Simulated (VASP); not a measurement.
# SiF (Pm-3m) in VASP: a series of runs

Aim: see how the results for SiF move with the level of theory and the settings. Levels: PBE, PBEsol. Tasks: electric field gradients, vibrations by perturbation theory, elastic constants.

All numbers are computed with VASP 6.6.1; they aren't measurements. Logs are shortened: lines on timing, memory, paths and dates and some standing lists are left out, and cuts for length are marked.

**1. The cell of the first run**

Symmetry: Pm-3m, No. 221, cubic system. The conventional cell has a = 3.029 Å, b = 3.029 Å, c = 3.029 Å, α = 90.00°, β = 90.00°, γ = 90.00°. Si (site symmetry m-3m) has 8 F at 2.62 Å and 6 Si at 3.03 Å within 3.5 Å. Within 3.5 Å of F (site symmetry m-3m) lie 8 Si at 2.62 Å and 6 F at 3.03 Å.

**2. Electric field gradients, PBE**

Input file INCAR:

```
PREC = Accurate ; ENCUT = 520
EDIFF = 1E-8 ; ISMEAR = -1
SIGMA = 0.05 ; LREAL = F
LASPH = T ; NELM = 120
ALGO = Normal ; ISIF = 2
LWAVE = F ; LCHARG = F
GGA = PE ; LEFG = T
NBANDS = 12 ; GGA_COMPAT = F
```

Input file KPOINTS:

```
Automatic mesh
0
Gamma
  9 9 9
```

Input file POSCAR:

```
SiF
1.0
    3.0286000000      0.0000000000      0.0000000000
    0.0000000000      3.0286000000      0.0000000000
    0.0000000000      0.0000000000      3.0286000000
Si F
1 1
Direct
    0.5000000000      0.5000000000      0.5000000000
    0.0000000000      0.0000000000      0.0000000000
```

Potentials or basis: VASP PAW PBE potentials, release 64 (Si, F).

On the command line:

```bash
$ cat potpaw_PBE.64/Si/POTCAR potpaw_PBE.64/F/POTCAR > POTCAR
$ mpirun -np 1 vasp_std > vasp.out
```

OUTCAR:

```text
PREC = Accurate
   ENCUT = 520
   EDIFF = 1E-8
   ISMEAR = -1
   LREAL = F
   LASPH = T
   NELM = 120
   ISIF = 2
   GGA = PE

 ion  position               nearest neighbor table
   1  0.500  0.500  0.500-
   2  0.000  0.000  0.000-

  LATTYP: Found a simple cubic cell.
 ALAT       =     3.0286000000

  Lattice vectors:

 A1 = (   3.0286000000,   0.0000000000,   0.0000000000)
 A2 = (   0.0000000000,   3.0286000000,   0.0000000000)
 A3 = (   0.0000000000,   0.0000000000,   3.0286000000)

Analysis of symmetry for initial positions (statically):
=====================================================================
 Subroutine PRICEL returns:
 Original cell was already a primitive cell.

 Routine SETGRP: Setting up the symmetry group for a
 simple cubic supercell.

 Subroutine GETGRP returns: Found 48 space group operations
 (whereof 48 operations were pure point group operations)
 out of a pool of 48 trial point group operations.

The static configuration has the point symmetry O_h .

Analysis of symmetry for dynamics (positions and initial velocities):
=====================================================================
 Subroutine PRICEL returns:
 Original cell was already a primitive cell.

 Routine SETGRP: Setting up the symmetry group for a
 simple cubic supercell.

 Subroutine GETGRP returns: Found 48 space group operations
 (whereof 48 operations were pure point group operations)
 out of a pool of 48 trial point group operations.

The dynamic configuration has the point symmetry O_h .

 Subroutine INISYM returns: Found 48 space group operations
 (whereof 48 operations are pure point group operations),
 and found     1 'primitive' translations

----------------------------------------------------------------------------------------

                                     Primitive cell

  volume of cell :      27.7796

  direct lattice vectors                    reciprocal lattice vectors
     3.028600000  0.000000000  0.000000000     0.330185564  0.000000000  0.000000000
     0.000000000  3.028600000  0.000000000     0.000000000  0.330185564  0.000000000
     0.000000000  0.000000000  3.028600000     0.000000000  0.000000000  0.330185564
[... 131 lines left out ...]

 E-fermi :   5.7946     XC(G=0): -10.3047

 val. band max:        5.7630439760   @ k =   0.3333   0.2222   0.0000
 cond. band min:       5.8209231289   @ k =   0.4444   0.3333   0.0000
 fundamental gap:      0.0578791529
 Fermi energy:         5.7945776085

 k-point     1 :       0.0000    0.0000    0.0000
  band No.  band energies     occupation
      1     -18.3277      2.00000
      2      -3.1781      2.00000
      3       0.5779      2.00000
      4       0.5779      2.00000
      5       0.5779      2.00000
      6      10.9434      0.00000
      7      10.9434      0.00000
      8      10.9434      0.00000
      9      11.6229      0.00000
     10      11.6229      0.00000
     11      21.8198      0.00000
     12      22.7388      0.00000
[... 331 lines left out ...]
 k-point    24 :       0.4444    0.3333    0.1111
  band No.  band energies     occupation
      1     -17.9541      2.00000
      2      -2.4149      2.00000
      3      -0.9056      2.00000
      4       0.8403      2.00000
      5       1.6238      2.00000
      6       5.8573      0.44359
      7       6.9029      0.00000
      8      10.7719      0.00000
      9      13.6585      0.00000
     10      17.3676      0.00000
     11      18.1962      0.00000
     12      18.4834      0.00000

 [... further k-points ...]

------------------------ aborting loop because EDIFF is reached ----------------------------------------

  FORCE on cell =-STRESS in cart. coord.  units (eV):
  Direction    XX          YY          ZZ          XY          YZ          ZX
  --------------------------------------------------------------------------------------
  -------------------------------------------------------------------------------------
  Total       -0.0080903     -0.0080903     -0.0080903      0.0000000      0.0000000     -0.0000000
  in kB       -0.4666062     -0.4666062     -0.4666062      0.0000000      0.0000000     -0.0000000
  external PRESSURE =      -0.4666062 kB  Pullay stress =       0.0000000 kB

 VOLUME and BASIS-vectors are now :
 -----------------------------------------------------------------------------
  energy-cutoff  :      520.00
  volume of cell :       27.78
      direct lattice vectors                 reciprocal lattice vectors
     3.028600000  0.000000000  0.000000000     0.330185564  0.000000000  0.000000000
     0.000000000  3.028600000  0.000000000     0.000000000  0.330185564  0.000000000
     0.000000000  0.000000000  3.028600000     0.000000000  0.000000000  0.330185564

 POSITION                                       TOTAL-FORCE (eV/Angst)
 -----------------------------------------------------------------------------------
      1.51430      1.51430      1.51430         0.000000      0.000000      0.000000
      0.00000      0.00000      0.00000         0.000000      0.000000      0.000000
 -----------------------------------------------------------------------------------
    total drift:                               -0.000000      0.000000      0.000000

  FREE ENERGIE OF THE ION-ELECTRON SYSTEM (eV)
  ---------------------------------------------------
  free  energy   TOTEN  =        -7.7787450769 eV

  energy  without entropy=       -7.7609731250  energy(sigma->0) =       -7.76985910

 Electric field gradients (V/A^2)
---------------------------------------------------------------------
 ion       V_xx      V_yy      V_zz      V_xy      V_xz      V_yz
---------------------------------------------------------------------
   1       0.000    -0.000     0.000    -0.000     0.000     0.000
   2       0.000     0.000     0.000    -0.000     0.000    -0.000
---------------------------------------------------------------------

 Electric field gradients after diagonalization (V/A^2)
 (convention: |V_zz| > |V_xx| > |V_yy|)
----------------------------------------------------------------------
 ion       V_xx      V_yy      V_zz     asymmetry (V_yy - V_xx)/ V_zz
----------------------------------------------------------------------
   1       0.000    -0.000     0.000      -0.064
   2       0.000     0.000     0.000      -0.244
----------------------------------------------------------------------

           NMR quadrupolar parameters

 Cq : quadrupolar parameter    Cq=e*Q*V_zz/h
 eta: asymmetry parameters     (V_yy - V_xx)/ V_zz
 Q  : nuclear electric quadrupole moment in mb (millibarn)
----------------------------------------------------------------------
 ion       Cq(MHz)       eta       Q (mb)
----------------------------------------------------------------------
   1       0.000      -0.064       1.000
   2       0.000      -0.244       1.000
----------------------------------------------------------------------
```

OSZICAR:

```text
N       E                     dE             d eps       ncg     rms          rms(c)
DAV:   1     0.251165188147E+02    0.25117E+02   -0.49349E+03   840   0.774E+02
DAV:   2    -0.759056187400E+01   -0.32707E+02   -0.31309E+02  1056   0.145E+02
DAV:   3    -0.858228529355E+01   -0.99172E+00   -0.97050E+00  1032   0.217E+01
DAV:   4    -0.858529459513E+01   -0.30093E-02   -0.30088E-02   936   0.152E+00
DAV:   5    -0.858530912924E+01   -0.14534E-04   -0.14534E-04  1012   0.104E-01    0.535E+00
DAV:   6    -0.786061047956E+01    0.72470E+00   -0.61447E+00   844   0.179E+01    0.274E+00
DAV:   7    -0.778993397729E+01    0.70677E-01   -0.52238E-01   904   0.497E+00    0.810E-01
DAV:   8    -0.778027286617E+01    0.96611E-02   -0.85725E-02   872   0.206E+00    0.202E-01
DAV:   9    -0.777865789910E+01    0.16150E-02   -0.80279E-03   896   0.501E-01    0.743E-02
DAV:  10    -0.777872978116E+01   -0.71882E-04   -0.26741E-04  1000   0.119E-01    0.265E-02
DAV:  11    -0.777874598746E+01   -0.16206E-04   -0.52956E-05   920   0.538E-02    0.664E-03
DAV:  12    -0.777874552190E+01    0.46556E-06   -0.82819E-06   952   0.173E-02    0.256E-03
DAV:  13    -0.777874509080E+01    0.43110E-06   -0.48473E-07  1020   0.432E-03    0.191E-04
DAV:  14    -0.777874506578E+01    0.25020E-07   -0.14296E-08   768   0.964E-04    0.150E-04
DAV:  15    -0.777874507602E+01   -0.10247E-07   -0.57795E-10   476   0.194E-04    0.693E-05
DAV:  16    -0.777874507694E+01   -0.91768E-09   -0.61834E-10   456   0.157E-04
   1 F= -.77787451E+01 E0= -.77698591E+01  d E =-.177720E-01
```

stdout:

```text
POSCAR found type information on POSCAR SiF
 POSCAR found :  2 types and       2 ions
 scaLAPACK will be used
 LDA part: xc-table for (Slater+PW92), standard interpolation
 POSCAR, INCAR and KPOINTS ok, starting setup
 FFT: planning ... GRIDC
 FFT: planning ... GRID_SOFT
 FFT: planning ... GRID
 WAVECAR not read
 entering main loop
ion   1

ion   2
```

Run time: 7.3 s. Hardware: 1 thread of AMD EPYC 9R45 (Zen 5), shared host; peak memory 0.1 GiB.

Results:

| Property | Result |
| --- | --- |
| Free energy | -7.7787 eV |
| Pressure | 0.0 GPa |
| Band gap on the k mesh | zero (an odd number of electrons rules out a gap without spin polarisation) |
| Largest electric field gradient by atom | zero within the noise of the run |

Caveat: an odd number of electrons without spin polarisation forces a metal; a magnetic or distorted state may lie lower.

**3. Vibrations by perturbation theory, PBE**

Input file INCAR:

```
PREC = Accurate
ENCUT = 520
EDIFF = 1E-8
ISMEAR = -1
SIGMA = 0.05
LREAL = False
LASPH = True
NELM = 100
ALGO = Normal
ISIF = 2
LWAVE = False
LCHARG = False
GGA = PE
NBANDS = 12
IBRION = 8
NSW = 1
```

KPOINTS is that of step 2.

POSCAR is that of step 2.

Potentials or basis: VASP PAW PBE potentials, release 64 (Si, F).

On the command line:

```bash
$ cat potpaw_PBE.64/Si/POTCAR potpaw_PBE.64/F/POTCAR > POTCAR
$ mpirun -np 1 vasp_std > vasp.out
```

OUTCAR:

```text
PREC = Accurate
   ENCUT = 520
   EDIFF = 1E-8
   ISMEAR = -1
   LREAL = False
   LASPH = True
   NELM = 100
   ISIF = 2
   GGA = PE
   IBRION = 8
   NSW = 1

 ion  position               nearest neighbor table
   1  0.500  0.500  0.500-
   2  0.000  0.000  0.000-

  LATTYP: Found a simple cubic cell.
 ALAT       =     3.0286000000

  Lattice vectors:

 A1 = (   3.0286000000,   0.0000000000,   0.0000000000)
 A2 = (   0.0000000000,   3.0286000000,   0.0000000000)
 A3 = (   0.0000000000,   0.0000000000,   3.0286000000)

Analysis of symmetry for initial positions (statically):
=====================================================================
 Subroutine PRICEL returns:
 Original cell was already a primitive cell.

 Routine SETGRP: Setting up the symmetry group for a
 simple cubic supercell.
[... 584 lines left out ...]

  energy without entropy =       -0.53419363

------------------------ aborting loop because EDIFF is reached ----------------------------------------

 INTERNAL STRAIN TENSOR  FOR ION    2  DIRECTION 1   (eV/Angst):
 -----------------------------------------------------------------------------
     0.00676 -0.00000 -0.00000
    -0.00000 -0.00298  0.00000
     0.00000  0.00000 -0.00298

 INTERNAL STRAIN TENSOR FOR ION    2 for displacements in x,y,z  (eV/Angst):
          X           Y           Z          XY          YZ          ZX
  --------------------------------------------------------------------------------
  x     0.00000     0.00000     0.00000     0.00000     0.00000     0.00000
  y     0.00000     0.00000     0.00000     0.00000     0.00000     0.00000
  z     0.00000     0.00000     0.00000     0.00000     0.00000     0.00000

 SECOND DERIVATIVES (NOT SYMMETRIZED)
 ------------------------------------
               1X          1Y          1Z          2X          2Y          2Z
  1X     0.685372   -0.000000   -0.000000   -0.685372    0.000000    0.000000
  1Y    -0.000000    0.685372   -0.000000    0.000000   -0.685372    0.000000
  1Z     0.000000   -0.000000    0.685372    0.000000    0.000000   -0.685372
  2X    -0.665279   -0.000000    0.000000    0.665279    0.000000   -0.000000
  2Y    -0.000000   -0.665279    0.000000    0.000000    0.665279   -0.000000
  2Z    -0.000000   -0.000000   -0.665279    0.000000    0.000000    0.665279

 Eigenvectors and eigenvalues of the dynamical matrix
 ----------------------------------------------------

   1 f  =    0.027892 THz     0.175251 2PiTHz    0.930380 cm-1     0.115352 meV
             X         Y         Z           dx          dy          dz
      1.514300  1.514300  1.514300     0.678372    0.037588   -0.357362
      0.000000  0.000000  0.000000     0.566310    0.031378   -0.298329
[... 21 lines left out ...]
   6 f/i=    3.810970 THz    23.945028 2PiTHz  127.120262 cm-1    15.760897 meV
             X         Y         Z           dx          dy          dz
      1.514300  1.514300  1.514300    -0.000000   -0.000000   -0.640852
      0.000000  0.000000  0.000000     0.000000    0.000000    0.767664

--------------------------------------------------------------------------------------------------------

 ELASTIC MODULI CONTR FROM IONIC RELAXATION (kBar)
 Direction    XX          YY          ZZ          XY          YZ          ZX
 --------------------------------------------------------------------------------
 XX           0.0000      0.0000      0.0000      0.0000      0.0000      0.0000
 YY           0.0000      0.0000      0.0000      0.0000      0.0000      0.0000
 ZZ           0.0000      0.0000      0.0000      0.0000      0.0000      0.0000
 XY           0.0000      0.0000      0.0000      0.0000      0.0000      0.0000
 YZ           0.0000      0.0000      0.0000      0.0000      0.0000      0.0000
 ZX           0.0000      0.0000      0.0000      0.0000      0.0000      0.0000
 --------------------------------------------------------------------------------
```

OSZICAR:

```text
N       E                     dE             d eps       ncg     rms          rms(c)
DAV:   1     0.251165180580E+02    0.25117E+02   -0.49349E+03   840   0.774E+02
DAV:   2    -0.759056221012E+01   -0.32707E+02   -0.31309E+02  1056   0.145E+02
DAV:   3    -0.858228562192E+01   -0.99172E+00   -0.97050E+00  1032   0.217E+01
DAV:   4    -0.858529492293E+01   -0.30093E-02   -0.30088E-02   936   0.152E+00
[... 39 lines left out ...]
RMM:   8    -0.534195873400E+00   -0.60967E-05   -0.31674E-09  2710   0.477E-04    0.728E-05
RMM:   9    -0.534194012087E+00    0.18613E-05   -0.25182E-10  2976   0.954E-05    0.109E-05
RMM:  10    -0.534193640154E+00    0.37193E-06   -0.56673E-11  2876   0.233E-05    0.263E-06
RMM:  11    -0.534193627418E+00    0.12736E-07   -0.20578E-11  2938   0.785E-06    0.573E-07
RMM:  12    -0.534193621073E+00    0.63446E-08    0.64535E-10  1876   0.293E-06    0.106E-07
 Linear response finished
```

stdout:

```text
POSCAR found type information on POSCAR SiF
 POSCAR found :  2 types and       2 ions
 scaLAPACK will be used
 LDA part: xc-table for (Slater+PW92), standard interpolation
 POSCAR, INCAR and KPOINTS ok, starting setup
 FFT: planning ... GRIDC
 FFT: planning ... GRID_SOFT
 FFT: planning ... GRID
 WAVECAR not read
 entering main loop
 Linear response reoptimize wavefunctions to high precision
 Linear response DOF=           2
 Linear response progress:
 first order change of Fermi-energy  -0.88045E-04
 force on displaced ion       1 direction 1 :   0.685   0.000   0.000
 Linear response progress:
 first order change of Fermi-energy   0.28225E-03
 force on displaced ion       2 direction 1 :   0.665   0.000  -0.000
 Linear response finished
```

Run time: 44 s. Hardware: 1 thread of Intel Xeon Platinum 8259CL at 2.50GHz (Skylake/Cascade Lake), shared host; peak memory 0.18 GiB.

What came out:

* Highest phonon frequency at Γ, LO-TO splitting left out: 1 cm⁻¹
* Most unstable mode: 127i cm⁻¹

Phonon frequencies in cm⁻¹ (negative: imaginary):
| q point | frequencies |
| --- | --- |
| (0.000, 0.000, 0.000) | -127 -127 -127 1 1 1 |

Caveat: some modes are imaginary.

(Part 1 of 2 ends here.)
